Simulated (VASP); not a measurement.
## CdTe: relaxation of the atoms with PBE

Crystal: CdTe.

```
Cd Te
1.0
     0.00000    3.16885    3.16885
     3.16885    0.00000    3.16885
     3.16885    3.16885    0.00000
Cd Te
1 1
Direct
  0.00000 0.00000 0.00000
  0.75000 0.75000 0.75000
```

```
Program                : VASP 6.6.1
Task                   : relaxation of the atoms
Functional             : PBE
Potentials or basis    : VASP PAW PBE potentials, release 64 (Cd, Te)
Cutoff                 : 520 eV
k mesh                 : 8 × 8 × 8
Occupations            : fermi-dirac, width 0.03 eV
Spin                   : no spin polarisation
Dipole correction      : no
Further INCAR settings : ALGO = Normal; EDIFF = 1e-07; IBRION = 2; EDIFFG = -0.01; NSW = 50
```

| Property | Result |
| --- | --- |
| Pressure after relaxing | 6.4 GPa |
| Band gap on the k mesh | 0.98 eV, direct |

Final structure:
```xyz
2
Lattice="0.0000 3.1688 3.1688 3.1688 0.0000 3.1688 3.1688 3.1688 0.0000" Properties=species:S:1:pos:R:3 pbc="T T T"
Cd    0.0000    0.0000    0.0000
Te    4.7533    4.7533    4.7533
```

Levels at points of the mesh, in eV from the valence-band top:
```tsv
k point	band 7	band 8	band 9	band 10	band 11	band 12
(0.00, 0.00, 0.00)	0.00	0.00	0.00	0.98	4.55	4.55
(0.50, 0.00, 0.00)	-4.83	-0.88	-0.88	1.88	5.15	5.15
(0.50, 0.50, 0.00)	-4.65	-2.11	-2.11	2.45	2.64	9.22
```

Wall time 16 s on 1 thread of Intel(R) Xeon(R) 6975P-C (Granite Rapids), on a shared host, peak memory 0.21 GiB.

Caveat: the relaxation stopped at its first step, so nothing moved; spin-orbit coupling is left out, which moves the levels of the heavy elements. PBE gaps usually lie below the measured ones, often by a third to a half.
